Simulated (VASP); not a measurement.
Input of a VASP 6.6.1 run:

Contents of INCAR:

```
SYSTEM = InAs
PREC = Accurate
ENCUT = 400
EDIFF = 1E-6
ISMEAR = 0
SIGMA = 0.1
LREAL = .False.
LASPH = .True.
NELM = 120
ALGO = Normal
ISIF = 2
LWAVE = .False.
LCHARG = .True.
LDIPOL = .True.
IDIPOL = 3
DIPOL = 0.5 0.5 0.288
GGA = PE
IVDW = 12
LELF = .True.
LVHAR = .True.
LVACPOTAV = .True.
NBANDS = 26
GGA_COMPAT = .False.
NELMDL = -8
```

The input KPOINTS:

```
Automatic mesh
0
Gamma
  6 6 1
  0 0 0
```

POSCAR

```
InAs
1.0
    4.3220706728      0.0000000000      0.0000000000
   -2.1610353364      3.7430229996      0.0000000000
    0.0000000000      0.0000000000     21.7386927254
As In
2 2
Direct
    0.0000000000      0.0000000000      0.1840037048
    0.3333333333      0.6666666667      0.3557112061
    0.3333333333      0.6666666667      0.2245875152
    0.6666666667      0.3333333333      0.3881876814
```

Potentials or basis: VASP PAW PBE potentials, release 64 (As, In_d).

Command:

```sh
$ cat potpaw_PBE.64/As/POTCAR potpaw_PBE.64/In_d/POTCAR > POTCAR
$ mpirun -np 1 vasp_std > vasp.out
```

(1) Estimate the dispersion energy per atom.

(2) Predict the largest force.

## Answers

(1) -0.208 eV.

(2) 0.299 eV/Å.
